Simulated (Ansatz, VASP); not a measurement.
**Rb: VASP beside Ansatz**

File POSCAR:

```
Rb
1.0
   -2.8677202310      2.8677202310      2.8677202310
    2.8677202310     -2.8677202310      2.8677202310
    2.8677202310      2.8677202310     -2.8677202310
Rb
1
Direct
    0.0000000000      0.0000000000      0.0000000000
```

Contents of INCAR.step1:

```
SYSTEM = Rb
ALGO     = Normal         ! electronic algorithm
EDIFF    = 1E-4           ! SCF threshold, eV
ENCUT    = 520            ! plane-wave cutoff, eV
GGA      = PE             ! functional
ISMEAR   = 1              ! smearing method
LASPH    = .True.         ! aspherical terms in the spheres
LCHARG   = .False.        ! write CHGCAR
LREAL    = .False.        ! projectors in reciprocal space
LWAVE    = .True.         ! write WAVECAR
NBANDS   = 10             ! bands
NELM     = 60             ! most SCF steps
PREC     = Accurate       ! precision mode
SIGMA    = 0.03           ! smearing width, eV
```

INCAR.step2

```
SYSTEM = Rb
ALGO     = Normal         ! electronic algorithm
EDIFF    = 1E-7           ! SCF threshold, eV
ENCUT    = 520            ! plane-wave cutoff, eV
ISIF     = 2              ! what is computed and relaxed
ISMEAR   = 1              ! smearing method
ISTART   = 1            
LASPH    = .True.         ! aspherical terms in the spheres
LCHARG   = .True.         ! write CHGCAR
LELF     = .True.         ! ELF
LMIXTAU  = .True.       
LREAL    = .False.        ! projectors in reciprocal space
LVHAR    = .True.       
LWAVE    = .False.        ! write WAVECAR
METAGGA  = R2SCAN         ! meta-GGA
NBANDS   = 10             ! bands
NELM     = 60             ! most SCF steps
PREC     = Accurate       ! precision mode
SIGMA    = 0.03           ! smearing width, eV
```

File KPOINTS:

```
k-points
0
Gamma
  8 8 8
  0 0 0
```

Input for Ansatz:

```yaml
crystal:
  lattice:
    - [-2.867720231, 2.867720231, 2.867720231]
    - [2.867720231, -2.867720231, 2.867720231]
    - [2.867720231, 2.867720231, -2.867720231]
  atoms:
    - { symbol: Rb, position: [0.0, 0.0, 0.0] }
hamiltonian:
  xc: r2scan
  pseudopotentials:
    kind: paw
    azcp:
      Rb: "pseudopotentials/Rb.paw.azcp"
basis:
  ecutwfc: 500
  fft_grid_basis: typed
kpoints:
  mp_grid: { grid: [8, 8, 8], shift: [0, 0, 0] }
magnetization:
  spin_polarized: false
scf:
  occupations: { method: cold, width: 0.03 }
  lower_state_search: "off"
output:
  stress: true
```

Alike in both runs: task single point; functional r2SCAN; k mesh 8 × 8 × 8; no spin polarisation.

```csv
,VASP,Ansatz
version,VASP 6.6.1,Ansatz 0.2.0
potentials or method,"VASP PAW PBE potentials, release 64 (Rb_sv), cutoff 520 eV","plane waves (500 eV) with PAW, scalar-relativistic"
occupations,"methfessel-paxton of order 1, width 0.03 eV","cold, width 0.03 eV"
valence electrons in the cell,9,9
```

```tsv
	VASP	Ansatz	Ansatz less VASP
pressure (GPa)	0.0	0.0	0.00
```

VASP's potentials were made for PBE, not for r2SCAN.
